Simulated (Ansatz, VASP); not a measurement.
## NbRu3 in VASP and in Ansatz

```
CELL_PARAMETERS angstrom
3.88000 0.00000 0.00000
0.00000 3.88000 0.00000
0.00000 0.00000 3.84120
ATOMIC_POSITIONS crystal
Nb 0.00000 0.00000 0.00000
Ru 0.00000 0.50000 0.50000
Ru 0.50000 0.00000 0.50000
Ru 0.50000 0.50000 0.00000
```

Change from the starting cell: zz strain of -1 %, PAW files.

Alike in both runs: task electric field gradients; functional LDA; k mesh 9 × 9 × 9; occupations fermi-dirac, width 0.05 eV; no spin polarisation.

```csv
,VASP,Ansatz
version,VASP 6.6.1,Ansatz 0.2.0
potentials or method,"VASP PAW LDA potentials, release 64 (Nb_sv, Ru_pv)","PAW with Ansatz's default frozen-core files, scalar-relativistic"
plane-wave cutoff (eV),520,420
valence electrons in the cell,55,61
```

```tsv
	VASP	Ansatz	Ansatz less VASP
pressure (GPa)	-8.3	-8.8	-0.53
traceless stress, the component that is largest in VASP (GPa)	1.04	1.04	-0.004
size of Vzz on the site where it differs most (V/Å²)	9.9	0.7	-9.17
```

LDA's correlation is that of Perdew and Zunger in VASP and of Perdew and Wang (1992) in Ansatz. VASP's potentials hold 55 valence electrons a cell and Ansatz's 61, so a difference there can come from the potentials and not from the codes.
